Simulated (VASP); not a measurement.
# Te2Mo in VASP: notebook, part 2 of 2

VASP 6.6.1. Earlier steps stand in the parts before.

## (3) Single point, PBE+D3(BJ)

The input, INCAR:

```
PREC = Accurate
ENCUT = 520
EDIFF = 1E-7
ISMEAR = 0
SIGMA = 0.02
LREAL = False
LASPH = True
NELM = 60
ALGO = Normal
ISIF = 2
LWAVE = False
LCHARG = False
LDIPOL = True
IDIPOL = 3
DIPOL = 0.5 0.5 0.500
GGA = PE
IVDW = 12
NBANDS = 20
```

The input, KPOINTS:

```
regular mesh
0
Gamma
  9 9 1
```

The input, POSCAR:

```
Te2Mo
1.0
    3.4100000000      0.0000000000      0.0000000000
   -1.7050000000      2.9531466269      0.0000000000
    0.0000000000      0.0000000000     33.2698832047
Te Mo
2 1
Direct
    0.3333333333      0.6666666667      0.4415988332
    0.3333333333      0.6666666667      0.5584011668
    0.6666666667      0.3333333333      0.5000000000
```

Potentials or basis: VASP PAW PBE potentials, release 64 (Te, Mo_sv).

On the command line:

```bash
$ cat potpaw_PBE.64/Te/POTCAR potpaw_PBE.64/Mo_sv/POTCAR > POTCAR
$ mpirun -np 1 vasp_std > vasp.out
```

OUTCAR:

```text
PREC = Accurate
   ENCUT = 520
   EDIFF = 1E-7
   ISMEAR = 0
   LREAL = False
   LASPH = True
   NELM = 60
   ISIF = 2
   GGA = PE
   IVDW = 12
 IVDW          = 12

 ion  position               nearest neighbor table
   1  0.333  0.667  0.442-   3 2.77   3 2.77   3 2.77
   2  0.333  0.667  0.558-   3 2.77   3 2.77   3 2.77
   3  0.667  0.333  0.500-   1 2.77   2 2.77   1 2.77   2 2.77   1 2.77   2 2.77

  LATTYP: Found a hexagonal cell.
 ALAT       =     3.4100000000
 C/A-ratio  =     9.7565639896

  Lattice vectors:

 A1 = (   3.4100000000,   0.0000000000,   0.0000000000)
 A2 = (  -1.7050000000,   2.9531466269,   0.0000000000)
 A3 = (   0.0000000000,   0.0000000000,  33.2698832047)

Analysis of symmetry for initial positions (statically):
=====================================================================
 Subroutine PRICEL returns:
 Original cell was already a primitive cell.

 Routine SETGRP: Setting up the symmetry group for a
 hexagonal supercell.

 Subroutine GETGRP returns: Found 12 space group operations
 (whereof 12 operations were pure point group operations)
 out of a pool of 24 trial point group operations.

The static configuration has the point symmetry D_3h.

Analysis of symmetry for dynamics (positions and initial velocities):
=====================================================================
 Subroutine PRICEL returns:
 Original cell was already a primitive cell.

 Routine SETGRP: Setting up the symmetry group for a
 hexagonal supercell.

 Subroutine GETGRP returns: Found 12 space group operations
 (whereof 12 operations were pure point group operations)
 out of a pool of 24 trial point group operations.

The dynamic configuration has the point symmetry D_3h.

 Subroutine INISYM returns: Found 12 space group operations
 (whereof 12 operations are pure point group operations),
 and found     1 'primitive' translations

----------------------------------------------------------------------------------------

                                     Primitive cell

  volume of cell :     335.0354

  direct lattice vectors                    reciprocal lattice vectors
     3.410000000  0.000000000  0.000000000     0.293255132  0.169310929  0.000000000
    -1.705000000  2.953146627  0.000000000     0.000000000  0.338621859  0.000000000
     0.000000000  0.000000000 33.269883205     0.000000000  0.000000000  0.030057214

  length of vectors
     3.410000000  3.410000000 33.269883205     0.338621859  0.338621859  0.030057214

  position of ions in fractional coordinates (direct lattice)
     0.333333333  0.666666667  0.441598833
     0.333333333  0.666666667  0.558401167
     0.666666667  0.333333333  0.500000000

  ion indices of the primitive-cell ions
   primitive index   ion index
                 1           1
                 2           2
                 3           3

----------------------------------------------------------------------------------------

 KPOINTS: regular mesh

Automatic generation of k-mesh.
 Grid dimensions read from file:
 generate k-points for:    9    9    1

 Generating k-lattice:

[... 25 lines left out ...]
  0.333333  0.111111  0.000000     12.000000
  0.444444  0.111111  0.000000      6.000000
  0.222222  0.222222  0.000000      6.000000
  0.333333  0.222222  0.000000     12.000000
  0.333333  0.333333  0.000000      2.000000
   k-points           NKPTS =     12   k-points in BZ     NKDIM =     12   number of bands    NBANDS=     20
   number of dos      NEDOS =    301   number of ions     NIONS =      3
   total plane-waves  NPLWV = 196000
   dimension x,y,z NGX =    28 NGY =   28 NGZ =  250
   dimension x,y,z NGXF=    56 NGYF=   56 NGZF=  500
   ions per type =               2   1
   NGX,Y,Z   is equivalent  to a cutoff of  13.65, 13.65, 12.49 a.u.
   NGXF,Y,Z  is equivalent  to a cutoff of  27.30, 27.30, 24.98 a.u.
 SYSTEM =  unknown system
   PREC   = accura    normal or accurate (medium, high low for compatibility)
   ISTART =      0    job   : 0-new  1-cont  2-samecut
   ICHARG =      2    charge: 1-file 2-atom 10-const
   ISPIN  =      1    spin polarized calculation?
   LNONCOLLINEAR =      F non collinear calculations
   LSORBIT =      F    spin-orbit coupling
   LASPH  =      T    aspherical Exc in radial PAW
   ENCUT  =  520.0 eV  38.22 Ry    6.18 a.u.   6.34  6.34 61.86*2*pi/ulx,y,z
   NELM   =     60;   NELMIN=  2; NELMDL= -5     # of ELM steps
   EDIFF  = 0.1E-06   stopping-criterion for ELM
   LREAL  =      F    real-space projection
   EDIFFG = 0.1E-05   stopping-criterion for IOM
   NSW    =      0    number of steps for IOM
   IBRION =     -1    ionic relax: 0-MD 1-quasi-New 2-CG
   NFREE  =      0    steps in history (QN), initial steepest desc. (CG)
   ISIF   =      2    stress and relaxation
   ISYM   =      2    0-nonsym 1-usesym 2-fastsym
   POTIM  = 0.5000    time-step for ionic-motion
   TEBEG  =    0.0;   TEEND  =   0.0 temperature during run
   PSTRESS=    0.0 pullay stress
   NELECT =      26.0000    total number of electrons
   NUPDOWN=      -1.0000    fix difference up-down
   EMIN   =  10.00;   EMAX   =-10.00  energy-range for DOS
   EFERMI =   0.00;   METHOD = LEGACY
   ISMEAR =     0;   SIGMA  =   0.02  broadening in eV -4-tet -1-fermi 0-gaus
   EFERMI_NEDOS =   21; number of points for ismear=-14 and -15
   IALGO  =     38    algorithm
   IMIX   =      4    mixing-type and parameters
     AMIX     =   0.40;   BMIX     =  1.00
     AMIX_MAG =   1.60;   BMIX_MAG =  1.00
  volume/ion in A,a.u.               =     111.68       753.64
  Fermi-wavevector in a.u.,A,eV,Ry     =   0.698290  1.319576  6.634319  0.487609
  Thomas-Fermi vector in A             =   1.781853
   LORBIT       =      0    0 simple, 1 ext, 2 COOP (PROOUT), +10 PAW based schemes
   GGA     = PE    functional components
   LHFCALC =     F    Hartree Fock is set to
   AEXX    =    0.0000 exact exchange contribution
   IVDW    =    12    specifies the selected vdW correction
   LEPSILON=     F    determine dielectric tensor
   LRPA    =     F    only Hartree local field effects (RPA)
 non-spin polarized calculation
 Gauss-broadening in eV      SIGMA  =   0.02
  energy-cutoff  :      520.00
  volume of cell :      335.04
 maximum number of plane-waves:      9053
 NGX is ok and might be reduce to    28
   NGX = 13   NGY = 13   NGZ =123

 dipolmoment           0.000000      0.000000      0.000000 electrons x Angstroem

 number of electron      26.0000001 magnetization

 dipolmoment           0.000000      0.000000     -0.000000 electrons x Angstroem

 Free energy of the ion-electron system (eV)
  ---------------------------------------------------
  ext. energy  EPLUGINS =         0.00000000
  ---------------------------------------------------
  free energy    TOTEN  =       -17.82504168 eV

  energy without entropy =      -17.82504168  energy(sigma->0) =      -17.82504168

 E-fermi :  -1.5462     XC(G=0):  -2.6654

 val. band max:       -1.6407680347   @ k =   0.4444   0.0000   0.0000
 cond. band min:      -0.7846039748   @ k =   0.2222   0.1111   0.0000
 fundamental gap:      0.8561640599
 Fermi energy:        -1.5461609799

 k-point     1 :       0.0000    0.0000    0.0000
  band No.  band energies     occupation
      1     -62.4502      2.00000
      2     -36.6658      2.00000
      3     -36.4144      2.00000
      4     -36.4144      2.00000
      5     -14.6593      2.00000
      6     -13.9728      2.00000
[... 265 lines left out ...]
     19       3.4656      0.00000
     20       5.1771      0.00000

------------------------ aborting loop because EDIFF is reached ----------------------------------------

 vacuum level on the upper side and lower side of the slab       (xc-potential included)        -0.067        -0.067

 Edisp (eV)   -1.23230

 E8    (eV) :    -0.5977

  FORCE on cell =-STRESS in cart. coord.  units (eV):
  Direction    XX          YY          ZZ          XY          YZ          ZX
  --------------------------------------------------------------------------------------
  -------------------------------------------------------------------------------------
  Total       0.53933     0.53933    -4.18969    -0.00000     0.00000    -0.00000
  in kB       2.57916     2.57916   -20.03559    -0.00000     0.00000    -0.00000
  external pressure =       -4.96 kB  Pullay stress =        0.00 kB

 VOLUME and BASIS-vectors are now :
 -----------------------------------------------------------------------------
  energy-cutoff  :      520.00
  volume of cell :      335.04
      direct lattice vectors                 reciprocal lattice vectors
     3.410000000  0.000000000  0.000000000     0.293255132  0.169310929  0.000000000
    -1.705000000  2.953146627  0.000000000     0.000000000  0.338621859  0.000000000
     0.000000000  0.000000000 33.269883205     0.000000000  0.000000000  0.030057214

 POSITION                                       TOTAL-FORCE (eV/Angst)
 -----------------------------------------------------------------------------------
     -0.00000      1.96876     14.69194         0.000000      0.000000      1.075103
     -0.00000      1.96876     18.57794         0.000000      0.000000     -1.075103
      1.70500      0.98438     16.63494        -0.000000     -0.000000      0.000000
 -----------------------------------------------------------------------------------
    total drift:                               -0.000000      0.000000     -0.000000

  FREE ENERGIE OF THE ION-ELECTRON SYSTEM (eV)
  ---------------------------------------------------
  free  energy   TOTEN  =       -19.0573385141 eV

  energy  without entropy=      -19.0573385141  energy(sigma->0) =      -19.05733851

 vacuum level on the upper side and lower side of the slab         2.790         2.790
```

OSZICAR:

```text
N       E                     dE             d eps       ncg     rms          rms(c)
DAV:   1     0.128162378583E+03    0.12816E+03   -0.11776E+04   672   0.930E+02
DAV:   2    -0.769154505162E+01   -0.13585E+03   -0.13357E+03   688   0.184E+02
DAV:   3    -0.183073330668E+02   -0.10616E+02   -0.10508E+02   664   0.445E+01
[... 17 lines left out ...]
DAV:  21    -0.178250397590E+02   -0.53594E-05   -0.12766E-07   488   0.107E-03    0.803E-04
DAV:  22    -0.178250409281E+02   -0.11690E-05   -0.11237E-08   428   0.331E-04    0.405E-04
DAV:  23    -0.178250414116E+02   -0.48356E-06   -0.46311E-09   388   0.219E-04    0.167E-04
DAV:  24    -0.178250416402E+02   -0.22857E-06   -0.29696E-09   352   0.212E-04    0.714E-05
DAV:  25    -0.178250416752E+02   -0.35046E-07    0.71947E-10   328   0.559E-05
   1 F= -.19057339E+02 E0= -.19057339E+02  d E =-.160046E-12
```

stdout:

```text
POSCAR found type information on POSCAR TeMo
 POSCAR found :  2 types and       3 ions
 scaLAPACK will be used
 LDA part: xc-table for (Slater+PW92), standard interpolation
 POSCAR, INCAR and KPOINTS ok, starting setup
 FFT: planning ... GRIDC
 FFT: planning ... GRID_SOFT
 FFT: planning ... GRID
 WAVECAR not read
 entering main loop
```

Wall time 1.9 min (1 thread of Intel Xeon 6975P-C (Granite Rapids), shared host); peak memory 0.48 GiB.

Results:

```yaml
Free_energy: -19.0573 eV
Largest_force: 1.075 eV/Å
Band_gap_on_the_k_mesh: 0.86 eV, indirect (least direct gap 1.30 eV)
Dispersion_energy_per_atom: -0.411 eV
```

Forces in eV/Å, atoms in the order of the input:
```
Te   0.000  0.000  1.075
Te   0.000  0.000 -1.075
Mo   0.000  0.000  0.000
```

Caveat: spin-orbit coupling is left out, which moves the levels of the heavy elements.

## (4) Single point, PBE+D3(BJ)

This run uses another cell than the first one, of 117.92 Å³/atom, 1.056 times its volume.

The input, INCAR:

```
ALGO = Normal
DIPOL = 0.5 0.5 0.500
EDIFF = 1E-6
ENCUT = 520
GGA = PE
IDIPOL = 3
ISIF = 2
ISMEAR = 0
IVDW = 12
LASPH = T
LCHARG = T
LDIPOL = T
LELF = T
LREAL = F
LVACPOTAV = T
LVHAR = T
LWAVE = F
NBANDS = 20
NELM = 100
PREC = Accurate
SIGMA = 0.02
```

The input, KPOINTS:

```
k-points
0
Gamma
  9 9 1
```

The input, POSCAR:

```
Te2Mo
1.0
    3.5040000000      0.0000000000      0.0000000000
   -1.7520000000      3.0345530149      0.0000000000
    0.0000000000      0.0000000000     33.2698832047
Te Mo
2 1
Direct
    0.3333333333      0.6666666667      0.4510668556
    0.3333333333      0.6666666667      0.5489331444
    0.6666666667      0.3333333333      0.5000000000
```

On the command line:

```bash
$ cat potpaw_PBE.64/Te/POTCAR potpaw_PBE.64/Mo_sv/POTCAR > POTCAR
$ mpirun -np 1 vasp_std > vasp.out
```

Wall time 1.8 min (1 thread of Intel Xeon 6975P-C (Granite Rapids), shared host); peak memory 0.47 GiB.

Results (log left out):

```yaml
Free_energy: -18.6208 eV
Largest_force: 3.385 eV/Å
Band_gap_on_the_k_mesh: 0.82 eV, indirect (least direct gap 0.92 eV)
Dispersion_energy_per_atom: -0.418 eV
```

Forces on the atoms (eV/Å):
```
Te   0.000  0.000 -3.385
Te   0.000  0.000  3.385
Mo   0.000  0.000  0.000
```

Levels at points of the mesh, in eV from the valence-band top:
| k point | band 10 | band 11 | band 12 | band 13 | band 14 | band 15 | band 16 | band 17 |
| --- | --- | --- | --- | --- | --- | --- | --- | --- |
| (0.00, 0.00, 0.00) | -1.21 | -1.21 | -1.09 | 0.00 | 3.51 | 3.51 | 4.08 | 4.08 |

Caveat: spin-orbit coupling is left out, which moves the levels of the heavy elements.

## (5) Single point, PBE+D3(BJ)

This run uses another cell than the first one, of 117.92 Å³/atom, 1.056 times its volume.

The input, INCAR:

```
  PREC = Accurate
  ENCUT = 520
  EDIFF = 1E-7
  ISMEAR = 0
  SIGMA = 0.02
  LREAL = F
  LASPH = T
  NELM = 60
  ALGO = Normal
  ISIF = 2
  LWAVE = F
  LCHARG = F
  LDIPOL = T
  IDIPOL = 3
  DIPOL = 0.5 0.5 0.500
  GGA = PE
  IVDW = 12
  NBANDS = 20
```

The input, KPOINTS:

```
regular mesh
0
Gamma
  9 9 1
```

The input, POSCAR:

```
Te2Mo
1.0
    3.5040000000      0.0000000000      0.0000000000
   -1.7520000000      3.0345530149      0.0000000000
    0.0000000000      0.0000000000     33.2698832047
Te Mo
2 1
Direct
    0.3333333333      0.6666666667      0.4472796466
    0.3333333333      0.6666666667      0.5527203534
    0.6666666667      0.3333333333      0.5000000000
```

Potentials or basis: VASP PAW PBE potentials, release 64 (Te, Mo_sv).

On the command line:

```bash
$ cat potpaw_PBE.64/Te/POTCAR potpaw_PBE.64/Mo_sv/POTCAR > POTCAR
$ mpirun -np 1 vasp_std > vasp.out
```

OUTCAR:

```text
PREC = Accurate
   ENCUT = 520
   EDIFF = 1E-7
   ISMEAR = 0
   LREAL = F
   LASPH = T
   NELM = 60
   ISIF = 2
   GGA = PE
   IVDW = 12
 IVDW          = 12

 ion  position               nearest neighbor table
   1  0.333  0.667  0.447-   3 2.68   3 2.68   3 2.68   2 3.51
   2  0.333  0.667  0.553-   3 2.68   3 2.68   3 2.68   1 3.51
   3  0.667  0.333  0.500-   1 2.68   2 2.68   1 2.68   2 2.68   1 2.68   2 2.68

  LATTYP: Found a hexagonal cell.
 ALAT       =     3.5040000000
 C/A-ratio  =     9.4948296817

  Lattice vectors:

 A1 = (   3.5040000000,   0.0000000000,   0.0000000000)
 A2 = (  -1.7520000000,   3.0345530149,   0.0000000000)
 A3 = (   0.0000000000,   0.0000000000,  33.2698832047)

Analysis of symmetry for initial positions (statically):
=====================================================================
 Subroutine PRICEL returns:
 Original cell was already a primitive cell.

 Routine SETGRP: Setting up the symmetry group for a
 hexagonal supercell.

 Subroutine GETGRP returns: Found 12 space group operations
 (whereof 12 operations were pure point group operations)
 out of a pool of 24 trial point group operations.

The static configuration has the point symmetry D_3h.
[... 159 lines left out ...]
 fundamental gap:      1.1152344473
 Fermi energy:        -1.9937418149

 k-point     1 :       0.0000    0.0000    0.0000
  band No.  band energies     occupation
      1     -62.7999      2.00000
      2     -36.9862      2.00000
      3     -36.8643      2.00000
      4     -36.8643      2.00000
      5     -15.0272      2.00000
      6     -13.9230      2.00000
[... 265 lines left out ...]
     19       3.1319      0.00000
     20       5.2731      0.00000

------------------------ aborting loop because EDIFF is reached ----------------------------------------

 vacuum level on the upper side and lower side of the slab       (xc-potential included)        -0.060        -0.060

 Edisp (eV)   -1.21936

 E8    (eV) :    -0.5944

  FORCE on cell =-STRESS in cart. coord.  units (eV):
  Direction    XX          YY          ZZ          XY          YZ          ZX
  --------------------------------------------------------------------------------------
  -------------------------------------------------------------------------------------
  Total       1.25841     1.25841     3.34378     0.00000    -0.00000    -0.00000
  in kB       5.69931     5.69931    15.14389     0.00000    -0.00000    -0.00000
  external pressure =        8.85 kB  Pullay stress =        0.00 kB

 VOLUME and BASIS-vectors are now :
 -----------------------------------------------------------------------------
  energy-cutoff  :      520.00
  volume of cell :      353.76
      direct lattice vectors                 reciprocal lattice vectors
     3.504000000  0.000000000  0.000000000     0.285388128  0.164768912  0.000000000
    -1.752000000  3.034553015  0.000000000     0.000000000  0.329537825  0.000000000
     0.000000000  0.000000000 33.269883205     0.000000000  0.000000000  0.030057214

 POSITION                                       TOTAL-FORCE (eV/Angst)
 -----------------------------------------------------------------------------------
     -0.00000      2.02304     14.88094         0.000000      0.000000     -0.956444
     -0.00000      2.02304     18.38894        -0.000000     -0.000000      0.956444
      1.75200      1.01152     16.63494        -0.000000     -0.000000      0.000000
 -----------------------------------------------------------------------------------
    total drift:                               -0.000001      0.000000      0.000000

  FREE ENERGIE OF THE ION-ELECTRON SYSTEM (eV)
  ---------------------------------------------------
  free  energy   TOTEN  =       -19.1510587252 eV

  energy  without entropy=      -19.1510587252  energy(sigma->0) =      -19.15105873

 vacuum level on the upper side and lower side of the slab         2.685         2.685
```

stdout:

```text
POSCAR found type information on POSCAR TeMo
 POSCAR found :  2 types and       3 ions
 scaLAPACK will be used
 LDA part: xc-table for (Slater+PW92), standard interpolation
 POSCAR, INCAR and KPOINTS ok, starting setup
 FFT: planning ... GRIDC
 FFT: planning ... GRID_SOFT
 FFT: planning ... GRID
 WAVECAR not read
 entering main loop
```

Run time: 2 min. Hardware: 1 thread of Intel Xeon 6975P-C (Granite Rapids), shared host; peak memory 0.48 GiB.

Results:

| Item | Value |
| --- | --- |
| Free energy | -19.1511 eV |
| Largest force | 0.956 eV/Å |
| Band gap on the k mesh | 1.12 eV, direct |
| Dispersion energy per atom | -0.406 eV |

Forces in eV/Å, atoms in the order of the input:
```
Te   0.000  0.000 -0.956
Te   0.000  0.000  0.956
Mo   0.000  0.000  0.000
```

Levels at points of the mesh, in eV from the valence-band top:
| k point | band 11 | band 12 | band 13 | band 14 | band 15 | band 16 |
| --- | --- | --- | --- | --- | --- | --- |
| (0.00, 0.00, 0.00) | -0.93 | -0.93 | -0.39 | 3.31 | 3.31 | 3.68 |

Caveat: spin-orbit coupling is left out, which moves the levels of the heavy elements.
